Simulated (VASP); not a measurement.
# CsI (Pm-3m) in VASP: notebook

CsI is run at these levels: LDA; tasks: electric field gradients.

All numbers are computed with VASP 6.6.1; they aren't measurements. Logs are shortened: lines on timing, memory, paths and dates and some standing lists are left out, and cuts for length are marked.

## 1. The cell of the first run

Symmetry: Pm-3m, No. 221, cubic system. The conventional cell has a = 4.473 Å, b = 4.473 Å, c = 4.473 Å, α = 90.00°, β = 90.00°, γ = 90.00°. Within 5.1 Å of Cs (site symmetry m-3m) lie 8 I at 3.87 Å and 6 Cs at 4.47 Å. I (site symmetry m-3m) has 8 Cs at 3.87 Å and 6 I at 4.47 Å within 5.1 Å.

## 2. Electric field gradients, LDA (volume scaled by 0.94)

File INCAR:

```
SYSTEM = CsI
PREC     = Accurate       ! precision mode
ENCUT    = 400            ! plane-wave cutoff, eV
EDIFF    = 1E-8           ! SCF threshold, eV
ISMEAR   = -1             ! smearing method
SIGMA    = 0.01           ! smearing width, eV
LREAL    = .False.        ! projectors in reciprocal space
LASPH    = .True.         ! aspherical terms in the spheres
NELM     = 120            ! most SCF steps
ALGO     = Normal         ! electronic algorithm
ISIF     = 2              ! what is computed and relaxed
LWAVE    = .False.        ! write WAVECAR
LCHARG   = .False.        ! write CHGCAR
GGA      = CA             ! functional
LEFG     = .True.       
NBANDS   = 15             ! bands
GGA_COMPAT= .False.
```

File KPOINTS:

```
Automatic mesh
0
Gamma
  7 7 7
  0 0 0
```

File POSCAR:

```
CsI
1.0
    4.4734758827      0.0000000000      0.0000000000
    0.0000000000      4.4734758827      0.0000000000
    0.0000000000      0.0000000000      4.4734758827
Cs I
1 1
Direct
    0.0000000000      0.0000000000      0.0000000000
    0.5000000000      0.5000000000      0.5000000000
```

Potentials or basis: VASP PAW LDA potentials, release 64 (Cs_sv, I).

On the command line:

```console
$ cat potpaw_LDA.64/Cs_sv/POTCAR potpaw_LDA.64/I/POTCAR > POTCAR
$ mpirun -np 1 vasp_std > vasp.out
```

OUTCAR:

```text
SYSTEM = CsI
   PREC = Accurate
   ENCUT = 400
   EDIFF = 1E-8
   ISMEAR = -1
   LREAL = .False.
   LASPH = .True.
   NELM = 120
   ISIF = 2
   GGA = CA

 ion  position               nearest neighbor table
   1  0.000  0.000  0.000-
   2  0.500  0.500  0.500-

  LATTYP: Found a simple cubic cell.
 ALAT       =     4.4734758827

  Lattice vectors:

 A1 = (   4.4734758827,   0.0000000000,   0.0000000000)
 A2 = (   0.0000000000,   4.4734758827,   0.0000000000)
 A3 = (   0.0000000000,   0.0000000000,   4.4734758827)

Analysis of symmetry for initial positions (statically):
=====================================================================
 Subroutine PRICEL returns:
 Original cell was already a primitive cell.

 Routine SETGRP: Setting up the symmetry group for a
 simple cubic supercell.

 Subroutine GETGRP returns: Found 48 space group operations
[... 9 lines left out ...]

 Routine SETGRP: Setting up the symmetry group for a
 simple cubic supercell.

 Subroutine GETGRP returns: Found 48 space group operations
[... 11 lines left out ...]
                                     Primitive cell

  volume of cell :      89.5231

  direct lattice vectors                    reciprocal lattice vectors
     4.473475883  0.000000000  0.000000000     0.223539821  0.000000000  0.000000000
     0.000000000  4.473475883  0.000000000     0.000000000  0.223539821  0.000000000
     0.000000000  0.000000000  4.473475883     0.000000000  0.000000000  0.223539821

  length of vectors
     4.473475883  4.473475883  4.473475883     0.223539821  0.223539821  0.223539821

  position of ions in fractional coordinates (direct lattice)
     0.000000000  0.000000000  0.000000000
     0.500000000  0.500000000  0.500000000

  ion indices of the primitive-cell ions
   primitive index   ion index
                 1           1
                 2           2

----------------------------------------------------------------------------------------

 KPOINTS: Automatic mesh

Automatic generation of k-mesh.
 Grid dimensions read from file:
 generate k-points for:    7    7    7

 Generating k-lattice:

  Cartesian coordinates                     Fractional coordinates (reciprocal lattice)
[... 101 lines left out ...]
  energy without entropy =       -6.17915750  energy(sigma->0) =       -6.17915750

 E-fermi :   1.3239     XC(G=0):  -8.3340

 val. band max:        1.0171315135   @ k =   0.4286   0.4286   0.0000
 cond. band min:       4.8017952949   @ k =   0.0000   0.0000   0.0000
 fundamental gap:      3.7846637814
 Fermi energy:         1.3238561849

 k-point     1 :       0.0000    0.0000    0.0000
  band No.  band energies     occupation
      1     -19.2232      2.00000
      2      -9.7718      2.00000
      3      -5.9122      2.00000
      4      -5.9122      2.00000
      5      -5.9122      2.00000
      6       0.9706      2.00000
      7       0.9706      2.00000
      8       0.9706      2.00000
      9       4.8018      0.00000
     10       4.9094      0.00000
     11       4.9094      0.00000
     12       8.8558      0.00000
     13       8.8558      0.00000
     14       8.8558      0.00000
[... 329 lines left out ...]
      2      -9.4657      2.00000
      3      -6.2294      2.00000
      4      -6.2166      2.00000
      5      -6.2166      2.00000
      6      -0.3921      2.00000
      7      -0.3921      2.00000
      8      -0.2925      2.00000
      9       7.4600      0.00000
     10       7.9325      0.00000
     11       7.9325      0.00000
     12       9.0983      0.00000
     13       9.1307      0.00000
     14       9.1307      0.00000
     15      11.2779      0.00000

------------------------ aborting loop because EDIFF is reached ----------------------------------------

  FORCE on cell =-STRESS in cart. coord.  units (eV):
  Direction    XX          YY          ZZ          XY          YZ          ZX
  --------------------------------------------------------------------------------------
  -------------------------------------------------------------------------------------
  Total       -0.3737815     -0.3737815     -0.3737815      0.0000000      0.0000000     -0.0000000
  in kB       -6.6894914     -6.6894914     -6.6894914      0.0000000      0.0000000     -0.0000000
  external PRESSURE =      -6.6894914 kB  Pullay stress =       0.0000000 kB

 VOLUME and BASIS-vectors are now :
 -----------------------------------------------------------------------------
  energy-cutoff  :      400.00
  volume of cell :       89.52
      direct lattice vectors                 reciprocal lattice vectors
     4.473475883  0.000000000  0.000000000     0.223539821  0.000000000  0.000000000
     0.000000000  4.473475883  0.000000000     0.000000000  0.223539821  0.000000000
     0.000000000  0.000000000  4.473475883     0.000000000  0.000000000  0.223539821

 POSITION                                       TOTAL-FORCE (eV/Angst)
 -----------------------------------------------------------------------------------
      0.00000      0.00000      0.00000         0.000000      0.000000      0.000000
      2.23674      2.23674      2.23674         0.000000      0.000000      0.000000
 -----------------------------------------------------------------------------------
    total drift:                                0.000000     -0.000000     -0.000000

  FREE ENERGIE OF THE ION-ELECTRON SYSTEM (eV)
  ---------------------------------------------------
  free  energy   TOTEN  =        -6.1791575035 eV

  energy  without entropy=       -6.1791575035  energy(sigma->0) =       -6.17915750

 Electric field gradients (V/A^2)
---------------------------------------------------------------------
 ion       V_xx      V_yy      V_zz      V_xy      V_xz      V_yz
---------------------------------------------------------------------
   1      -0.000    -0.000     0.000     0.000    -0.000    -0.000
   2       0.000     0.000    -0.000    -0.000    -0.000    -0.000
---------------------------------------------------------------------

 Electric field gradients after diagonalization (V/A^2)
 (convention: |V_zz| > |V_xx| > |V_yy|)
----------------------------------------------------------------------
 ion       V_xx      V_yy      V_zz     asymmetry (V_yy - V_xx)/ V_zz
----------------------------------------------------------------------
   1      -0.000    -0.000     0.000       0.055
   2       0.000     0.000    -0.000       0.112
----------------------------------------------------------------------

           NMR quadrupolar parameters

 Cq : quadrupolar parameter    Cq=e*Q*V_zz/h
 eta: asymmetry parameters     (V_yy - V_xx)/ V_zz
 Q  : nuclear electric quadrupole moment in mb (millibarn)
----------------------------------------------------------------------
 ion       Cq(MHz)       eta       Q (mb)
----------------------------------------------------------------------
   1       0.000       0.055       1.000
   2      -0.000       0.112       1.000
----------------------------------------------------------------------
```

Run time: 14 s. Hardware: 1 thread of Intel Xeon 6975P-C, shared host; peak memory 0.15 GiB.

What came out:

| Quantity | Value |
| --- | --- |
| Free energy | -6.1792 eV |
| Pressure | -0.7 GPa |
| Band gap on the k mesh | 3.78 eV, indirect (least direct gap 3.83 eV) |

Caveat: without QUAD_EFG the Cq values of the log hold for a quadrupole moment of 1 mb, not for the nuclei; spin-orbit coupling is left out, which moves the levels of the heavy elements.

## 3. Electric field gradients, LDA (volume scaled by 0.96)

File INCAR:

```
ALGO     = Normal         # electronic algorithm
EDIFF    = 1E-8           # SCF threshold, eV
ENCUT    = 400            # plane-wave cutoff, eV
GGA      = CA             # functional
GGA_COMPAT= F            
ISIF     = 2              # what is computed and relaxed
ISMEAR   = -1             # smearing method
LASPH    = T              # aspherical terms in the spheres
LCHARG   = F              # write CHGCAR
LEFG     = T            
LREAL    = F              # projectors in reciprocal space
LWAVE    = F              # write WAVECAR
NBANDS   = 15             # bands
NELM     = 120            # most SCF steps
PREC     = Accurate       # precision mode
SIGMA    = 0.01           # smearing width, eV
```

File KPOINTS:

```
k-points
0
Gamma
  7 7 7
```

File POSCAR:

```
CsI
1.0
    4.5049802719      0.0000000000      0.0000000000
    0.0000000000      4.5049802719      0.0000000000
    0.0000000000      0.0000000000      4.5049802719
Cs I
1 1
Direct
    0.0000000000      0.0000000000      0.0000000000
    0.5000000000      0.5000000000      0.5000000000
```

Potentials or basis: VASP PAW LDA potentials, release 64 (Cs_sv, I).

On the command line:

```console
$ cat potpaw_LDA.64/Cs_sv/POTCAR potpaw_LDA.64/I/POTCAR > POTCAR
$ mpirun -np 1 vasp_std > vasp.out
```

OUTCAR:

```text
EDIFF = 1E-8
   ENCUT = 400
   GGA = CA
   ISIF = 2
   ISMEAR = -1
   LASPH = T
   LREAL = F
   NELM = 120
   PREC = Accurate

 ion  position               nearest neighbor table
   1  0.000  0.000  0.000-
   2  0.500  0.500  0.500-

  LATTYP: Found a simple cubic cell.
 ALAT       =     4.5049802719

  Lattice vectors:

 A1 = (   4.5049802719,   0.0000000000,   0.0000000000)
 A2 = (   0.0000000000,   4.5049802719,   0.0000000000)
 A3 = (   0.0000000000,   0.0000000000,   4.5049802719)

[... 561 lines left out ...]

  FREE ENERGIE OF THE ION-ELECTRON SYSTEM (eV)
  ---------------------------------------------------
  free  energy   TOTEN  =        -6.1697257642 eV

  energy  without entropy=       -6.1697257642  energy(sigma->0) =       -6.16972576

 Electric field gradients (V/A^2)
---------------------------------------------------------------------
 ion       V_xx      V_yy      V_zz      V_xy      V_xz      V_yz
---------------------------------------------------------------------
   1      -0.000     0.000     0.000     0.000     0.000     0.000
   2      -0.000    -0.000    -0.000    -0.000     0.000     0.000
---------------------------------------------------------------------

 Electric field gradients after diagonalization (V/A^2)
 (convention: |V_zz| > |V_xx| > |V_yy|)
----------------------------------------------------------------------
 ion       V_xx      V_yy      V_zz     asymmetry (V_yy - V_xx)/ V_zz
----------------------------------------------------------------------
   1      -0.000     0.000     0.000       0.752
   2      -0.000    -0.000    -0.000      -0.162
----------------------------------------------------------------------

           NMR quadrupolar parameters

 Cq : quadrupolar parameter    Cq=e*Q*V_zz/h
 eta: asymmetry parameters     (V_yy - V_xx)/ V_zz
 Q  : nuclear electric quadrupole moment in mb (millibarn)
----------------------------------------------------------------------
 ion       Cq(MHz)       eta       Q (mb)
----------------------------------------------------------------------
   1       0.000       0.752       1.000
   2      -0.000      -0.162       1.000
----------------------------------------------------------------------
```

It took 18 s on 1 thread of Intel Xeon 6975P-C, shared host; peak memory 0.15 GiB.

What came out:

* Free energy: -6.1697 eV
* Pressure: -0.9 GPa
* Band gap on the k mesh: 3.71 eV, indirect (least direct gap 3.76 eV)

Caveat: without QUAD_EFG the Cq values of the log hold for a quadrupole moment of 1 mb, not for the nuclei; spin-orbit coupling is left out, which moves the levels of the heavy elements.

(Continued in part 2 of 2.)
